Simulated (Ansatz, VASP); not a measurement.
## Two plane-wave programs on AlN

File POSCAR:

```
AlN
1.0
    0.0000000000      2.2722714690      2.0830640326
    2.2722714690      0.0000000000      2.0830640326
    2.2722714690      2.2722714690      0.0000000000
Al N
1 1
Direct
    0.0000000000      0.0000000000      0.0000000000
    0.2500000000      0.2500000000      0.2500000000
```

Contents of INCAR.step1:

```
SYSTEM = AlN
PREC = Accurate
ENCUT = 520
ISMEAR = 0
SIGMA = 0.01
LREAL = .False.
LASPH = .True.
NELM = 100
NBANDS = 11
GGA = PE
ALGO = Normal
EDIFF = 1E-4
LWAVE = .True.
LCHARG = .False.
```

Contents of INCAR.step2:

```
SYSTEM = AlN
PREC = Accurate
ENCUT = 520
EDIFF = 1E-6
ISMEAR = 0
SIGMA = 0.01
LREAL = .False.
LASPH = .True.
NELM = 100
ALGO = Normal
ISIF = 2
LWAVE = .False.
LCHARG = .False.
METAGGA = R2SCAN
LMIXTAU = .True.
NBANDS = 11
ISTART = 1
```

Contents of KPOINTS:

```
Automatic mesh
0
Gamma
  10 10 10
  0 0 0
```

Input for Ansatz:

```yaml
crystal:
  lattice:
    - [0.0, 2.272271469, 2.0830640326]
    - [2.272271469, 0.0, 2.0830640326]
    - [2.272271469, 2.272271469, 0.0]
  atoms:
    - { symbol: Al, position: [0.0, 0.0, 0.0] }
    - { symbol: "N", position: [0.25, 0.25, 0.25] }
kpoints:
  mp_grid: { grid: [10, 10, 10] }
  band_path:
    path:
      - [0.0, 0.0, 0.0]
      - [-0.5, -0.5, 0.0]
      - [-0.375, -0.375, 0.25]
      - [-0.375, 0.0, 0.375]
      - [0.0, 0.0, 0.5]
      - [-0.5, -0.25, 0.25]
    npoints: 1
hamiltonian:
  xc: r2scan
scf:
  occupations: { method: fixed }
  n_extra_bands: 4
output:
  forces: true
  stress: true
  eigenvalues: true
```

Change from the starting cell: epitaxial_xy strain +4.0%.

Alike in both runs: task single point; functional r2SCAN; k mesh 10 × 10 × 10; no spin polarisation.

```csv
,VASP,Ansatz
version,VASP 6.6.1,Ansatz 0.2.0
potentials or method,"VASP PAW PBE potentials, release 64 (Al, N)","plane waves, PAW"
plane-wave cutoff (eV),520,500
occupations,"gaussian, width 0.01 eV",fixed
valence electrons in the cell,8,8
```

```csv
,VASP,Ansatz,Ansatz less VASP
gap on the k mesh at the Fermi level (eV),3.51,3.51,+0.007
pressure (GPa),-7.1,-6.7,+0.40
"traceless stress, the component that is largest in VASP (GPa)",6.73,6.70,-0.026
```

VASP's potentials were made for PBE, not for r2SCAN.
